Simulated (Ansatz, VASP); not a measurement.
**Two plane-wave programs on GaGe3**

Contents of INCAR:

```
ALGO = Normal
EDIFF = 1E-7
ENCUT = 520
GGA = CA
ISIF = 2
ISMEAR = -1
LASPH = T
LCHARG = F
LREAL = F
LWAVE = F
NBANDS = 36
NELM = 80
PREC = Accurate
SIGMA = 0.05
```

The input KPOINTS:

```
k-points
0
Gamma
  6 6 6
```

File POSCAR:

```
GaGe3
1.0
    4.2784660000      0.0000000000      0.0000000000
    0.0000000000      4.2784660000      0.0000000000
    0.0000000000      0.0000000000      4.2784660000
Ge Ga
3 1
Direct
    0.5000000000      0.5000000000      0.0000000000
    0.5000000000      0.0000000000      0.5000000000
    0.0000000000      0.5000000000      0.5000000000
    0.0000000000      0.0000000000      0.0000000000
```

Contents of input.yaml:

```yaml
crystal:
  lattice:
    - [4.278466, 0.0, 0.0]
    - [0.0, 4.278466, 0.0]
    - [0.0, 0.0, 4.278466]
  atoms:
    - { symbol: Ge, position: [0.5, 0.5, 0.0] }
    - { symbol: Ge, position: [0.5, 0.0, 0.5] }
    - { symbol: Ge, position: [0.0, 0.5, 0.5] }
    - { symbol: Ga, position: [0.0, 0.0, 0.0] }
hamiltonian:
  xc: lda
  pseudopotentials: { kind: paw }
kpoints:
  mp_grid: { grid: [6, 6, 6] }
scf:
  occupations: { method: fermi_dirac, width: 0.05 }
output:
  forces: true
  stress: true
  eigenvalues: true
```

Alike in both runs: task single point; functional LDA; k mesh 6 × 6 × 6; occupations fermi-dirac, width 0.05 eV; no spin polarisation.

|  | VASP | Ansatz |
| --- | --- | --- |
| version | VASP 6.6.1 | Ansatz 0.2.0 |
| potentials or method | VASP PAW LDA potentials, release 64 (Ge_d, Ga_d) | Ansatz PAW |
| plane-wave cutoff (eV) | 520 | 420 |
| valence electrons in the cell | 55 | 55 |

VASP gave:

| Item | Value |
| --- | --- |
| gap on the k mesh at the Fermi level (eV) | none |
| pressure (GPa) | -4.8 |

Q: Estimate Ansatz's values.

A: gap on the k mesh at the Fermi level (eV): none; pressure (GPa): -4.9.

LDA's correlation is that of Perdew and Zunger in VASP and of Perdew and Wang (1992) in Ansatz. A gap of «none» marks a metal or a gap that the smearing closes.
